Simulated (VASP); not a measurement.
# BeSe4 (P4/mmm) in VASP: further runs

The runs below take BeSe4 through single point, with PBE.

Program: VASP 6.6.1. These are calculated values, not measurements. Logs are shortened: lines on timing, memory, paths and dates and some standing lists are left out, and cuts for length are marked.

### 1 The cell of the first run

Symmetry: P4/mmm, No. 123, tetragonal system. Conventional cell: a = 5.225 Å, b = 5.225 Å, c = 4.173 Å, α = 90.00°, β = 90.00°, γ = 90.00°. Within 2.8 Å of Be (site symmetry 4/mmm) lie 2 Se at 2.09 Å. Within 4.4 Å of Se (site symmetry 4/mmm) lie 18 Se at 3.34 to 4.24 Å and 4 Be at 3.69 Å. Se (site symmetry mmm) has 6 Se at 2.61 to 3.34 Å and 4 Be at 3.34 Å within 3.4 Å. Se (site symmetry 4/mmm) has 2 Be at 2.09 Å and 4 Se at 2.61 Å within 2.8 Å.

### 2 Single point, PBE

Contents of INCAR:

```
  ALGO = Normal
  EDIFF = 1E-7
  ENCUT = 520
  GGA = PE
  ISIF = 2
  ISMEAR = 0
  LASPH = T
  LCHARG = T
  LELF = T
  LREAL = F
  LVHAR = T
  LWAVE = F
  NBANDS = 21
  NELM = 100
  PREC = Accurate
  SIGMA = 0.1
```

Contents of KPOINTS:

```
k-points
0
Gamma
  4 4 4
```

Contents of POSCAR:

```
BeSe4
1.0
    5.2251697255      0.0000000000      0.0000000000
    0.0000000000      5.2251697255      0.0000000000
    0.0000000000      0.0000000000      4.1728820704
Be Se
1 4
Direct
    0.5000000000      0.5000000000      0.5000000000
    0.0000000000      0.0000000000      0.5000000000
    0.0000000000      0.5000000000      0.0000000000
    0.5000000000      0.0000000000      0.0000000000
    0.5000000000      0.5000000000      0.0000000000
```

Potentials or basis: VASP PAW PBE potentials, release 64 (Be, Se).

Run with:

```
> cat potpaw_PBE.64/Be/POTCAR potpaw_PBE.64/Se/POTCAR > POTCAR
> mpirun -np 1 vasp_std > vasp.out
```

OUTCAR:

```text
EDIFF = 1E-7
   ENCUT = 520
   GGA = PE
   ISIF = 2
   ISMEAR = 0
   LASPH = T
   LREAL = F
   NELM = 100
   PREC = Accurate

 ion  position               nearest neighbor table
   1  0.500  0.500  0.500-   5 2.09   5 2.09
   2  0.000  0.000  0.500-
   3  0.000  0.500  0.000-   5 2.61   5 2.61
   4  0.500  0.000  0.000-   5 2.61   5 2.61
   5  0.500  0.500  0.000-   1 2.09   1 2.09   4 2.61   3 2.61   4 2.61   3 2.61

  LATTYP: Found a simple tetragonal cell.
 ALAT       =     5.2251697255
 C/A-ratio  =     0.7986117752

  Lattice vectors:

 A1 = (   5.2251697255,   0.0000000000,   0.0000000000)
 A2 = (   0.0000000000,   5.2251697255,   0.0000000000)
 A3 = (   0.0000000000,   0.0000000000,   4.1728820704)

Analysis of symmetry for initial positions (statically):
=====================================================================
 Subroutine PRICEL returns:
 Original cell was already a primitive cell.

 Routine SETGRP: Setting up the symmetry group for a
 simple tetragonal supercell.

 Subroutine GETGRP returns: Found 16 space group operations
 (whereof 16 operations were pure point group operations)
 out of a pool of 16 trial point group operations.

The static configuration has the point symmetry D_4h.

Analysis of symmetry for dynamics (positions and initial velocities):
=====================================================================
 Subroutine PRICEL returns:
 Original cell was already a primitive cell.

 Routine SETGRP: Setting up the symmetry group for a
 simple tetragonal supercell.

 Subroutine GETGRP returns: Found 16 space group operations
 (whereof 16 operations were pure point group operations)
 out of a pool of 16 trial point group operations.

The dynamic configuration has the point symmetry D_4h.

 Subroutine INISYM returns: Found 16 space group operations
 (whereof 16 operations are pure point group operations),
 and found     1 'primitive' translations

----------------------------------------------------------------------------------------

                                     Primitive cell

  volume of cell :     113.9297

  direct lattice vectors                    reciprocal lattice vectors
     5.225169725  0.000000000  0.000000000     0.191381343  0.000000000  0.000000000
     0.000000000  5.225169725  0.000000000     0.000000000  0.191381343  0.000000000
     0.000000000  0.000000000  4.172882070     0.000000000  0.000000000  0.239642526

  length of vectors
     5.225169725  5.225169725  4.172882070     0.191381343  0.191381343  0.239642526

  position of ions in fractional coordinates (direct lattice)
     0.500000000  0.500000000  0.500000000
     0.000000000  0.000000000  0.500000000
     0.000000000  0.500000000  0.000000000
     0.500000000  0.000000000  0.000000000
     0.500000000  0.500000000  0.000000000

  ion indices of the primitive-cell ions
   primitive index   ion index
                 1           1
                 2           2
                 3           3
                 4           4
                 5           5

----------------------------------------------------------------------------------------

 KPOINTS: k-points

Automatic generation of k-mesh.
 Grid dimensions read from file:
 generate k-points for:    4    4    4

 Generating k-lattice:

  Cartesian coordinates                     Fractional coordinates (reciprocal lattice)
     0.047845336  0.000000000  0.000000000     0.250000000  0.000000000  0.000000000
     0.000000000  0.047845336  0.000000000     0.000000000  0.250000000  0.000000000
     0.000000000  0.000000000  0.059910631     0.000000000  0.000000000  0.250000000

  Length of vectors
     0.047845336  0.047845336  0.059910631

  Shift w.r.t. Gamma in fractional coordinates (k-lattice)
     0.000000000  0.000000000  0.000000000

 Subroutine IBZKPT returns following result:
 ===========================================

 Found     18 irreducible k-points:

 Following reciprocal coordinates:
            Coordinates               Weight
  0.000000  0.000000  0.000000      1.000000
  0.250000  0.000000  0.000000      4.000000
  0.500000  0.000000  0.000000      2.000000
  0.250000  0.250000  0.000000      4.000000
  0.500000  0.250000  0.000000      4.000000
  0.500000  0.500000  0.000000      1.000000
[... 10 lines left out ...]
  0.500000  0.250000  0.500000      4.000000
  0.500000  0.500000  0.500000      1.000000
   k-points           NKPTS =     18   k-points in BZ     NKDIM =     18   number of bands    NBANDS=     21
   number of dos      NEDOS =    301   number of ions     NIONS =      5
   total plane-waves  NPLWV =  51200
   dimension x,y,z NGX =    40 NGY =   40 NGZ =   32
   dimension x,y,z NGXF=    80 NGYF=   80 NGZF=   64
   ions per type =               1   4
   NGX,Y,Z   is equivalent  to a cutoff of  12.73, 12.73, 12.75 a.u.
   NGXF,Y,Z  is equivalent  to a cutoff of  25.45, 25.45, 25.50 a.u.
 SYSTEM =  unknown system
   PREC   = accura    normal or accurate (medium, high low for compatibility)
   ISTART =      0    job   : 0-new  1-cont  2-samecut
   ICHARG =      2    charge: 1-file 2-atom 10-const
   ISPIN  =      1    spin polarized calculation?
   LNONCOLLINEAR =      F non collinear calculations
   LSORBIT =      F    spin-orbit coupling
   LASPH  =      T    aspherical Exc in radial PAW
   ENCUT  =  520.0 eV  38.22 Ry    6.18 a.u.   9.72  9.72  7.76*2*pi/ulx,y,z
   NELM   =    100;   NELMIN=  2; NELMDL= -5     # of ELM steps
   EDIFF  = 0.1E-06   stopping-criterion for ELM
   LREAL  =      F    real-space projection
   EDIFFG = 0.1E-05   stopping-criterion for IOM
   NSW    =      0    number of steps for IOM
   IBRION =     -1    ionic relax: 0-MD 1-quasi-New 2-CG
   NFREE  =      0    steps in history (QN), initial steepest desc. (CG)
   ISIF   =      2    stress and relaxation
   ISYM   =      2    0-nonsym 1-usesym 2-fastsym
   POTIM  = 0.5000    time-step for ionic-motion
   TEBEG  =    0.0;   TEEND  =   0.0 temperature during run
   PSTRESS=    0.0 pullay stress
   NELECT =      26.0000    total number of electrons
   NUPDOWN=      -1.0000    fix difference up-down
   EMIN   =  10.00;   EMAX   =-10.00  energy-range for DOS
   EFERMI =   0.00;   METHOD = LEGACY
   ISMEAR =     0;   SIGMA  =   0.10  broadening in eV -4-tet -1-fermi 0-gaus
   EFERMI_NEDOS =   21; number of points for ismear=-14 and -15
   IALGO  =     38    algorithm
   IMIX   =      4    mixing-type and parameters
     AMIX     =   0.40;   BMIX     =  1.00
     AMIX_MAG =   1.60;   BMIX_MAG =  1.00
  volume/ion in A,a.u.               =      22.79       153.77
  Fermi-wavevector in a.u.,A,eV,Ry     =   1.000431  1.890540 13.617546  1.000861
  Thomas-Fermi vector in A             =   2.132786
   LORBIT       =      0    0 simple, 1 ext, 2 COOP (PROOUT), +10 PAW based schemes
   GGA     = PE    functional components
   LHFCALC =     F    Hartree Fock is set to
   AEXX    =    0.0000 exact exchange contribution
   IVDW    =     0    specifies the selected vdW correction
   LEPSILON=     F    determine dielectric tensor
   LRPA    =     F    only Hartree local field effects (RPA)
 non-spin polarized calculation
 Gauss-broadening in eV      SIGMA  =   0.10
  energy-cutoff  :      520.00
  volume of cell :      113.93
 maximum number of plane-waves:      3104
 NGX is ok and might be reduce to    40
   NGX = 19   NGY = 19   NGZ = 15

 number of electron      26.0000002 magnetization

 Free energy of the ion-electron system (eV)
  ---------------------------------------------------
  ext. energy  EPLUGINS =         0.00000000
  ---------------------------------------------------
  free energy    TOTEN  =       -14.39856953 eV

  energy without entropy =      -14.36994134  energy(sigma->0) =      -14.38425543

 E-fermi :   3.6750     XC(G=0):  -9.3461

 val. band max:        3.6705742303   @ k =   0.5000   0.2500   0.2500
 cond. band min:       3.7262409730   @ k =   0.5000   0.2500   0.2500
 fundamental gap:      0.0556667427
 Fermi energy:         3.6750425811

 k-point     1 :       0.0000    0.0000    0.0000
  band No.  band energies     occupation
      1     -12.6800      2.00000
      2      -8.9692      2.00000
      3      -8.8072      2.00000
      4      -7.1283      2.00000
      5      -3.5506      2.00000
      6      -3.5506      2.00000
[... 13 lines left out ...]
     20       8.5365      0.00000
     21       9.3476      0.00000

 k-point     2 :       0.2500    0.0000    0.0000
  band No.  band energies     occupation
      1     -12.5175      2.00000
      2      -9.4094      2.00000
      3      -8.7097      2.00000
      4      -7.5641      2.00000
      5      -3.4557      2.00000
      6      -2.8774      2.00000
[... 13 lines left out ...]
     20       8.9685      0.00000
     21       9.5955      0.00000

 k-point     3 :       0.5000    0.0000    0.0000
  band No.  band energies     occupation
      1     -12.3111      2.00000
      2      -9.9216      2.00000
      3      -8.2366      2.00000
      4      -8.1998      2.00000
      5      -3.3496      2.00000
      6      -2.8056      2.00000
[... 13 lines left out ...]
     20       9.8756      0.00000
     21      11.2603      0.00000
[... 313 lines left out ...]
 k-point    17 :       0.5000    0.2500    0.5000
  band No.  band energies     occupation
      1     -12.0533      2.00000
      2      -9.4080      2.00000
      3      -8.7900      2.00000
      4      -8.5165      2.00000
      5      -3.7142      2.00000
      6      -1.5804      2.00000
[... 13 lines left out ...]
     20       9.2075      0.00000
     21      11.3518      0.00000

 k-point    18 :       0.5000    0.5000    0.5000
  band No.  band energies     occupation
      1     -11.8351      2.00000
      2      -9.3864      2.00000
      3      -9.3864      2.00000
      4      -8.4923      2.00000
      5      -3.5508      2.00000
      6      -1.1285      2.00000
[... 13 lines left out ...]
     20       8.7406      0.00000
     21      10.4071      0.00000

------------------------ aborting loop because EDIFF is reached ----------------------------------------

  FORCE on cell =-STRESS in cart. coord.  units (eV):
  Direction    XX          YY          ZZ          XY          YZ          ZX
  --------------------------------------------------------------------------------------
  -------------------------------------------------------------------------------------
  Total       -0.0605722     -0.0605722     -0.0644342      0.0000000      0.0000000      0.0000000
  in kB       -0.8518186     -0.8518186     -0.9061290      0.0000000      0.0000000      0.0000000
  external PRESSURE =      -0.8699221 kB  Pullay stress =       0.0000000 kB

 VOLUME and BASIS-vectors are now :
 -----------------------------------------------------------------------------
  energy-cutoff  :      520.00
  volume of cell :      113.93
      direct lattice vectors                 reciprocal lattice vectors
     5.225169725  0.000000000  0.000000000     0.191381343  0.000000000  0.000000000
     0.000000000  5.225169725  0.000000000     0.000000000  0.191381343  0.000000000
     0.000000000  0.000000000  4.172882070     0.000000000  0.000000000  0.239642526

 POSITION                                       TOTAL-FORCE (eV/Angst)
 -----------------------------------------------------------------------------------
      2.61258      2.61258      2.08644         0.000000      0.000000      0.000000
      0.00000      0.00000      2.08644         0.000000      0.000000      0.000000
      0.00000      2.61258      0.00000         0.000000      0.000000      0.000000
      2.61258      0.00000      0.00000         0.000000      0.000000      0.000000
      2.61258      2.61258      0.00000         0.000000      0.000000      0.000000
 -----------------------------------------------------------------------------------
    total drift:                                0.000000      0.000000     -0.000000

  FREE ENERGIE OF THE ION-ELECTRON SYSTEM (eV)
  ---------------------------------------------------
  free  energy   TOTEN  =       -14.3985695320 eV

  energy  without entropy=      -14.3699413379  energy(sigma->0) =      -14.38425543
```

Wall time 27 s (1 thread of Intel Xeon Platinum 8488C (Sapphire Rapids), shared host); peak memory 0.22 GiB.

What came out:

| Quantity | Value |
| --- | --- |
| Free energy | -14.3986 eV |
| Pressure | -0.1 GPa |
| Band gap on the k mesh | zero (band 13 reaches 4.39 eV, above the bottom of band 14 at 2.23 eV) |

Caveat: the k points lie up to 0.38 Å⁻¹ apart.

### 3 Single point, PBE

This run uses another cell than the first one, of 29.39 Å³/atom, 1.290 times its volume.

Contents of INCAR:

```
PREC     = Accurate       # precision mode
ENCUT    = 520            # plane-wave cutoff, eV
EDIFF    = 1E-6           # SCF threshold, eV
ISMEAR   = 0              # smearing method
SIGMA    = 0.1            # smearing width, eV
LREAL    = F              # projectors in reciprocal space
LASPH    = T              # aspherical terms in the spheres
NELM     = 80             # most SCF steps
ALGO     = Normal         # electronic algorithm
ISIF     = 2              # what is computed and relaxed
LWAVE    = F              # write WAVECAR
LCHARG   = F              # write CHGCAR
GGA      = PE             # functional
NBANDS   = 21             # bands
```

Contents of KPOINTS:

```
Automatic mesh
0
Gamma
  4 4 4
```

Changes to POSCAR since step 2:

```diff
@@ -2,5 +2,5 @@
 1.0
-    5.2251697255      0.0000000000      0.0000000000
-    0.0000000000      5.2251697255      0.0000000000
-    0.0000000000      0.0000000000      4.1728820704
+    4.9429942700      0.0000000000      0.0000000000
+    0.0000000000      4.9429942700      0.0000000000
+    0.0000000000      0.0000000000      6.0142999200
 Be Se
```

Potentials or basis: VASP PAW PBE potentials, release 64 (Be, Se).

Run with:

```
> cat potpaw_PBE.64/Be/POTCAR potpaw_PBE.64/Se/POTCAR > POTCAR
> mpirun -np 1 vasp_std > vasp.out
```

Run time: 33 s. Hardware: 1 thread of Intel Xeon Platinum 8488C (Sapphire Rapids), shared host; peak memory 0.26 GiB.

Results (log left out):

| Quantity | Value |
| --- | --- |
| Free energy | -11.9094 eV |
| Pressure | -2.0 GPa |
| Band gap on the k mesh | zero (band 13 reaches 1.27 eV, above the bottom of band 14 at 0.45 eV) |

Stress tensor (GPa, compression positive):
```
 0.30  0.00  0.00
 0.00  0.30  0.00
 0.00  0.00 -6.52
```

Levels at points of the mesh, in eV from the Fermi level:
```csv
k point,band 11,band 12,band 13,band 14,band 15,band 16
"(0.00, 0.00, 0.00)",-0.73,-0.49,-0.03,-0.03,1.30,4.10
"(0.50, 0.00, 0.00)",-0.21,-0.12,0.18,0.23,0.24,1.10
"(0.50, 0.50, 0.00)",-1.00,-0.93,-0.68,-0.57,-0.57,0.72
"(0.00, 0.00, 0.50)",-0.61,-0.41,-0.41,0.12,1.19,2.69
"(0.50, 0.00, 0.50)",-0.66,-0.51,-0.19,-0.02,0.84,2.31
"(0.50, 0.50, 0.50)",-0.55,0.05,0.05,0.11,0.70,0.98
```
